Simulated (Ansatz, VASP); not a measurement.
ZrO5: VASP beside Ansatz

```
CELL_PARAMETERS angstrom
2.87570 0.00000 0.00000
0.00000 2.87570 0.00000
0.00000 0.00000 10.01891
ATOMIC_POSITIONS crystal
Zr 0.50000 0.50000 0.00000
O 0.50000 0.50000 0.43681
O 0.50000 0.50000 0.56319
O 0.00000 0.00000 0.11038
O 0.00000 0.00000 0.88962
O 0.00000 0.00000 0.50000
```

Change from the starting cell: species swapped into the Hf5Pb type (P4/mmm, No. 123).

Alike in both runs: functional PBE; k mesh 6 × 6 × 2; occupations gaussian, width 0.1 eV; no spin polarisation.

Ansatz relaxed the structure, and its values are those at the end. VASP's run is a single point on that final structure, the one shown.

|  | VASP | Ansatz |
| --- | --- | --- |
| version | VASP 6.6.1 | Ansatz 0.2.0 |
| potentials or method | VASP PAW PBE potentials, release 64 (Zr_sv, O), cutoff 520 eV | scalar-relativistic, plane waves, PAW |
| valence electrons in the cell | 42 | 42 |

|  | VASP | Ansatz | Ansatz less VASP |
| --- | --- | --- | --- |
| gap on the k mesh at the Fermi level (eV) | none | none | - |
| pressure (GPa) | 0.8 | 0.2 | -0.62 |
| rms of the force components (eV/Å) | 0.264 | 0.004 | -0.2605 |

A gap of «none» marks a metal or a gap that the smearing closes. One of these differences is far larger than is usual between the two programs; its cause wasn't traced. The functional is the same, so the differences come from potentials, cutoffs and numerics.

The k mesh is coarse, so the values compare programs but aren't converged.
